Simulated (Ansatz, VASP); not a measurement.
**Two plane-wave programs on C**

The input INCAR:

```
  PREC = Accurate
  ENCUT = 520
  EDIFF = 1E-6
  ISMEAR = 0
  SIGMA = 0.03
  LREAL = False
  LASPH = True
  NELM = 100
  ALGO = Normal
  ISIF = 2
  LWAVE = False
  LCHARG = True
  GGA = PE
  IVDW = 12
  LELF = True
  LVHAR = True
  NBANDS = 11
```

Contents of KPOINTS:

```
regular mesh
0
Gamma
  18 18 18
```

The input POSCAR:

```
C
1.0
    0.0000000000      2.4720293745      3.2810314838
    1.1903872136      0.0000000000      3.2810314838
    1.1903872136      2.4720293745      0.0000000000
C
2
Direct
    0.1666966007      0.8333033993      0.1666966007
    0.8333033993      0.1666966007      0.8333033993
```

Input for Ansatz:

```yaml
crystal:
  lattice:
    - [0.0, 2.4720293745, 3.2810314838]
    - [1.1903872136, 0.0, 3.2810314838]
    - [1.1903872136, 2.4720293745, 0.0]
  atoms:
    - { symbol: C, position: [0.1666966007, 0.8333033993, 0.1666966007] }
    - { symbol: C, position: [0.8333033993, 0.1666966007, 0.8333033993] }
basis:
  ecutwfc: 520.0
kpoints:
  mp_grid: { grid: [18, 18, 18] }
hamiltonian:
  xc: pbe
  pseudopotentials: { kind: paw, azcp: { folder: soft_1 } }
  dispersion: d3bj
scf:
  occupations: { method: gaussian, width: 0.03 }
output:
  forces: true
  stress: true
  eigenvalues: true
```

Change from the starting cell: volume 9.655 Å^3 an atom, stretch along b over the lengths across it, relative to the relaxed cell 1.1996.

Alike in both runs: task single point; functional PBE; dispersion D3(BJ); k mesh 18 × 18 × 18; occupations gaussian, width 0.03 eV; no spin polarisation.

|  | VASP | Ansatz |
| --- | --- | --- |
| version | VASP 6.6.1 | Ansatz 0.2.0 |
| potentials or method | VASP PAW PBE potentials, release 64 (C), cutoff 520 eV | scalar-relativistic, plane waves, PAW |
| valence electrons in the cell | 8 | 8 |

Ansatz gave:

| Quantity | Value |
| --- | --- |
| gap on the k mesh at the Fermi level (eV) | 0.22 |
| least direct gap on the mesh (eV) | 0.22 |
| rms of the force components (eV/Å) | 0.529 |

**Question.** What did VASP give for the same quantities?

**Answer.** gap on the k mesh at the Fermi level (eV): 0.22; least direct gap on the mesh (eV): 0.22; rms of the force components (eV/Å): 0.505.

Atom by atom the forces differ by 0.025 eV/Å (rms over components).
